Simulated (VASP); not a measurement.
# Ag in VASP: relaxation of the atoms with LDA

Aim: the relaxation of the atoms of Ag with LDA.

All numbers are computed with VASP 6.6.1; they aren't measurements. Logs are shortened: lines on timing, memory, paths and dates and some standing lists are left out, and cuts for length are marked.

## Step 1: The cell of the first run

The cell holds a slab with vacuum, 5 atoms: a = 2.830 Å, b = 4.002 Å, c = 21.660 Å, α = 90.00°, β = 90.00°, γ = 90.00°.

## Step 2: Relaxation of the atoms, LDA

The input, INCAR:

```
SYSTEM = Ag
ALGO = Normal ; DIPOL = 0.5 0.5 0.500
EDIFF = 1E-7 ; EDIFFG = -0.01
ENCUT = 520 ; GGA = CA
IBRION = 2 ; IDIPOL = 3
ISIF = 2 ; ISMEAR = -1
KPAR = 4 ; LASPH = .True.
LCHARG = .False. ; LDIPOL = .True.
LREAL = .False. ; LWAVE = .False.
NELM = 60 ; NSW = 32
PREC = Accurate ; SIGMA = 0.05
```

The input, KPOINTS:

```
k-points
0
Gamma
  13 9 1
  0 0 0
```

The input, POSCAR:

```
Ag
1.0
    2.8298474681      0.0000000000      0.0000000000
    0.0000000000      4.0020086688      0.0000000000
    0.0000000000      0.0000000000     21.6597000000
Ag
5
Direct
    0.0000000000      0.0000000000      0.3730374318
    0.5000000000      0.5000000000      0.4328805153
    0.0000000000      0.0000000000      0.5000000003
    0.5000000000      0.5000000000      0.5671194847
    0.0000000000      0.0000000000      0.6269625679
```

Potentials or basis: VASP PAW LDA potentials, release 64 (Ag).

Started as:

```sh
$ cat potpaw_LDA.64/Ag/POTCAR > POTCAR
$ mpirun -np 4 vasp_std > vasp.out
```

OUTCAR:

```text
SYSTEM = Ag
   EDIFF = 1E-7
   EDIFFG = -0.01
   ENCUT = 520
   GGA = CA
   IBRION = 2
   ISIF = 2
   ISMEAR = -1
   LASPH = .True.
   LREAL = .False.
   NELM = 60
   NSW = 32
   PREC = Accurate

 ion  position               nearest neighbor table
   1  0.000  0.000  0.373-   3 2.75   2 2.77   2 2.77   2 2.77   2 2.77
   2  0.500  0.500  0.433-   1 2.77   1 2.77   1 2.77   1 2.77   3 2.85   3 2.85   3 2.85   3 2.85
                             4 2.91
   3  0.000  0.000  0.500-   5 2.75   1 2.75   4 2.85   4 2.85   4 2.85   4 2.85   2 2.85   2 2.85
                             2 2.85   2 2.85
   4  0.500  0.500  0.567-   5 2.77   5 2.77   5 2.77   5 2.77   3 2.85   3 2.85   3 2.85   3 2.85
                             2 2.91
   5  0.000  0.000  0.627-   3 2.75   4 2.77   4 2.77   4 2.77   4 2.77

  LATTYP: Found a simple orthorhombic cell.
 ALAT       =     2.8298474681
 B/A-ratio  =     1.4142135624
 C/A-ratio  =     7.6540167780

  Lattice vectors:

 A1 = (   2.8298474681,   0.0000000000,   0.0000000000)
 A2 = (   0.0000000000,   4.0020086688,   0.0000000000)
 A3 = (   0.0000000000,   0.0000000000,  21.6597000000)

Analysis of symmetry for initial positions (statically):
=====================================================================
 Subroutine PRICEL returns:
 Original cell was already a primitive cell.

 Routine SETGRP: Setting up the symmetry group for a
 simple orthorhombic supercell.

 Subroutine GETGRP returns: Found  8 space group operations
 (whereof  8 operations were pure point group operations)
 out of a pool of  8 trial point group operations.

The static configuration has the point symmetry D_2h.

Analysis of symmetry for dynamics (positions and initial velocities):
=====================================================================
 Subroutine PRICEL returns:
 Original cell was already a primitive cell.

 Routine SETGRP: Setting up the symmetry group for a
 simple orthorhombic supercell.

 Subroutine GETGRP returns: Found  8 space group operations
 (whereof  8 operations were pure point group operations)
 out of a pool of  8 trial point group operations.

The dynamic configuration has the point symmetry D_2h.

 Subroutine INISYM returns: Found  8 space group operations
 (whereof  8 operations are pure point group operations),
 and found     1 'primitive' translations

----------------------------------------------------------------------------------------

                                     Primitive cell

  volume of cell :     245.2977

  direct lattice vectors                    reciprocal lattice vectors
     2.829847468  0.000000000  0.000000000     0.353375937  0.000000000  0.000000000
     0.000000000  4.002008669  0.000000000     0.000000000  0.249874521  0.000000000
     0.000000000  0.000000000 21.659700000     0.000000000  0.000000000  0.046168691

  length of vectors
     2.829847468  4.002008669 21.659700000     0.353375937  0.249874521  0.046168691

  position of ions in fractional coordinates (direct lattice)
     0.000000000  0.000000000  0.373037432
     0.500000000  0.500000000  0.432880515
     0.000000000  0.000000000  0.500000000
     0.500000000  0.500000000  0.567119485
     0.000000000  0.000000000  0.626962568

  ion indices of the primitive-cell ions
   primitive index   ion index
                 1           1
                 2           2
                 3           3
                 4           4
                 5           5

----------------------------------------------------------------------------------------

 KPOINTS: k-points

Automatic generation of k-mesh.
 Grid dimensions read from file:
 generate k-points for:   13    9    1

 Generating k-lattice:

  Cartesian coordinates                     Fractional coordinates (reciprocal lattice)
     0.027182764  0.000000000  0.000000000     0.076923077  0.000000000  0.000000000
     0.000000000  0.027763836  0.000000000     0.000000000  0.111111111  0.000000000
     0.000000000  0.000000000  0.046168691     0.000000000  0.000000000  1.000000000

  Length of vectors
     0.027182764  0.027763836  0.046168691

  Shift w.r.t. Gamma in fractional coordinates (k-lattice)
     0.000000000  0.000000000  0.000000000

 Subroutine IBZKPT returns following result:
 ===========================================

 Found     35 irreducible k-points:

 Following reciprocal coordinates:
            Coordinates               Weight
  0.000000  0.000000  0.000000      1.000000
  0.076923  0.000000  0.000000      2.000000
  0.153846  0.000000  0.000000      2.000000
  0.230769  0.000000  0.000000      2.000000
  0.307692  0.000000  0.000000      2.000000
  0.384615  0.000000  0.000000      2.000000
[... 16 lines left out ...]
  0.076923  0.333333  0.000000      4.000000
  0.153846  0.333333  0.000000      4.000000
 [... further k-points ...]
   k-points           NKPTS =     35   k-points in BZ     NKDIM =     35   number of bands    NBANDS=     33
   number of dos      NEDOS =    301   number of ions     NIONS =      5
   total plane-waves  NPLWV = 116640
   dimension x,y,z NGX =    24 NGY =   30 NGZ =  162
   dimension x,y,z NGXF=    48 NGYF=   60 NGZF=  324
   ions per type =               5
   NGX,Y,Z   is equivalent  to a cutoff of  14.10, 12.46, 12.43 a.u.
   NGXF,Y,Z  is equivalent  to a cutoff of  28.20, 24.92, 24.87 a.u.
 SYSTEM =  Ag
   PREC   = accura    normal or accurate (medium, high low for compatibility)
   ISTART =      0    job   : 0-new  1-cont  2-samecut
   ICHARG =      2    charge: 1-file 2-atom 10-const
   ISPIN  =      1    spin polarized calculation?
   LNONCOLLINEAR =      F non collinear calculations
   LSORBIT =      F    spin-orbit coupling
   LASPH  =      T    aspherical Exc in radial PAW
   ENCUT  =  520.0 eV  38.22 Ry    6.18 a.u.   5.26  7.44 40.27*2*pi/ulx,y,z
   NELM   =     60;   NELMIN=  2; NELMDL= -5     # of ELM steps
   EDIFF  = 0.1E-06   stopping-criterion for ELM
   LREAL  =      F    real-space projection
   EDIFFG = -.1E-01   stopping-criterion for IOM
   NSW    =     32    number of steps for IOM
   IBRION =      2    ionic relax: 0-MD 1-quasi-New 2-CG
   NFREE  =      1    steps in history (QN), initial steepest desc. (CG)
   ISIF   =      2    stress and relaxation
   ISYM   =      2    0-nonsym 1-usesym 2-fastsym
   POTIM  = 0.5000    time-step for ionic-motion
   TEBEG  =    0.0;   TEEND  =   0.0 temperature during run
   PSTRESS=    0.0 pullay stress
   NELECT =      55.0000    total number of electrons
   NUPDOWN=      -1.0000    fix difference up-down
   EMIN   =  10.00;   EMAX   =-10.00  energy-range for DOS
   EFERMI =   0.00;   METHOD = LEGACY
   ISMEAR =    -1;   SIGMA  =   0.05  broadening in eV -4-tet -1-fermi 0-gaus
   EFERMI_NEDOS =   21; number of points for ismear=-14 and -15
   IALGO  =     38    algorithm
   IMIX   =      4    mixing-type and parameters
     AMIX     =   0.40;   BMIX     =  1.00
     AMIX_MAG =   1.60;   BMIX_MAG =  1.00
  volume/ion in A,a.u.               =      49.06       331.07
  Fermi-wavevector in a.u.,A,eV,Ry     =   0.994561  1.879447 13.458212  0.989151
  Thomas-Fermi vector in A             =   2.126520
   LORBIT       =      0    0 simple, 1 ext, 2 COOP (PROOUT), +10 PAW based schemes
   GGA     = CA    functional components
   LHFCALC =     F    Hartree Fock is set to
   AEXX    =    0.0000 exact exchange contribution
   IVDW    =     0    specifies the selected vdW correction
   LEPSILON=     F    determine dielectric tensor
   LRPA    =     F    only Hartree local field effects (RPA)
 conjugate gradient relaxation of ions
 non-spin polarized calculation
  energy-cutoff  :      520.00
  volume of cell :      245.30
 maximum number of plane-waves:      6636
 NGX is ok and might be reduce to    24
   NGX = 11   NGY = 15   NGZ = 81

--------------------------------------- Ionic step        1  -------------------------------------------

 number of electron      54.9999986 magnetization

 Free energy of the ion-electron system (eV)
  ---------------------------------------------------
  ext. energy  EPLUGINS =         0.00000000
  ---------------------------------------------------
  free energy    TOTEN  =       -16.99787177 eV

  energy without entropy =      -16.98141900  energy(sigma->0) =      -16.98964539

------------------------ aborting loop because EDIFF is reached ----------------------------------------

  FORCE on cell =-STRESS in cart. coord.  units (eV):
  Direction    XX          YY          ZZ          XY          YZ          ZX
  --------------------------------------------------------------------------------------
  -------------------------------------------------------------------------------------
  Total       -2.0753922     -1.8052629      0.0365095      0.0000000      0.0000000      0.0000000
  in kB      -13.5555539    -11.7911878      0.2384642      0.0000000      0.0000000      0.0000000
  external PRESSURE =      -8.3694258 kB  Pullay stress =       0.0000000 kB
[... 63 lines left out ...]
  energy  without entropy=      -16.9814422258  energy(sigma->0) =      -16.98966462

--------------------------------------- Ionic step        3  -------------------------------------------

 number of electron      54.9999987 magnetization

 dipolmoment           0.000000      0.000000     -0.000000 electrons x Angstroem

 Free energy of the ion-electron system (eV)
  ---------------------------------------------------
  ext. energy  EPLUGINS =         0.00000000
  ---------------------------------------------------
  free energy    TOTEN  =       -16.99791272 eV

  energy without entropy =      -16.98149112  energy(sigma->0) =      -16.98970192

 E-fermi :  -0.0932     XC(G=0):  -5.1167

 val. band max:       -0.0953946422   @ k =   0.4615   0.4444   0.0000
 cond. band min:      -0.0717495929   @ k =   0.1538   0.3333   0.0000
 fundamental gap:      0.0236450493
 Fermi energy:        -0.0931590134

 k-point     1 :       0.0000    0.0000    0.0000
  band No.  band energies     occupation
      1      -7.8028      2.00000
      2      -6.7197      2.00000
      3      -6.4020      2.00000
      4      -6.4005      2.00000
      5      -6.1946      2.00000
      6      -5.5739      2.00000
[... 853 lines left out ...]
     32       3.0216      0.00000
     33       5.1710      0.00000

 [... further k-points ...]

------------------------ aborting loop because EDIFF is reached ----------------------------------------

 vacuum level on the upper side and lower side of the slab       (xc-potential included)        -0.015        -0.015

  FORCE on cell =-STRESS in cart. coord.  units (eV):
  Direction    XX          YY          ZZ          XY          YZ          ZX
  --------------------------------------------------------------------------------------
  -------------------------------------------------------------------------------------
  Total       -2.1040752     -1.8459399     -0.0178084      0.0000000      0.0000000      0.0000000
  in kB      -13.7428987    -12.0568720     -0.1163169      0.0000000      0.0000000      0.0000000
  external PRESSURE =      -8.6386959 kB  Pullay stress =       0.0000000 kB

 VOLUME and BASIS-vectors are now :
 -----------------------------------------------------------------------------
  energy-cutoff  :      520.00
  volume of cell :      245.30
      direct lattice vectors                 reciprocal lattice vectors
     2.829847468  0.000000000  0.000000000     0.353375937  0.000000000  0.000000000
     0.000000000  4.002008669  0.000000000     0.000000000  0.249874521  0.000000000
     0.000000000  0.000000000 21.659700000     0.000000000  0.000000000  0.046168691
[... 11 lines left out ...]
  FREE ENERGIE OF THE ION-ELECTRON SYSTEM (eV)
  ---------------------------------------------------
  free  energy   TOTEN  =       -16.9979127179 eV

  energy  without entropy=      -16.9814911248  energy(sigma->0) =      -16.98970192

 reached required accuracy - stopping structural energy minimisation

 vacuum level on the upper side and lower side of the slab         4.462         4.462
```

Run time: 2.7 min. Hardware: 4 MPI ranks of Intel Xeon Platinum 8175M at 2.50GHz (Skylake/Cascade Lake), shared host; peak memory 0.4 GiB.

Results:

```
Free energy                  : -16.9979 eV
Energy gained by relaxing    : 0.0 meV/atom
Ionic steps                  : 3
Largest force after relaxing : 0.004 eV/Å
Band gap on the k mesh       : zero (an odd number of electrons rules out a gap without spin polarisation)
```

Forces on the atoms (eV/Å):
```
Ag   0.000  0.000 -0.003
Ag   0.000  0.000 -0.004
Ag   0.000  0.000  0.000
Ag   0.000  0.000  0.004
Ag   0.000  0.000  0.003
```

Final structure:
```yaml
crystal:
  lattice:
    - [2.82985, 0.00000, 0.00000]
    - [0.00000, 4.00201, 0.00000]
    - [0.00000, 0.00000, 21.65970]
  atoms:
    - { symbol: Ag, position: [0.00000, 0.00000, 0.37292] }
    - { symbol: Ag, position: [0.50000, 0.50000, 0.43286] }
    - { symbol: Ag, position: [0.00000, 0.00000, 0.50000] }
    - { symbol: Ag, position: [0.50000, 0.50000, 0.56714] }
    - { symbol: Ag, position: [0.00000, 0.00000, 0.62708] }
```

The gap in the log of VASP goes by the Fermi energy; the results here count the filled bands.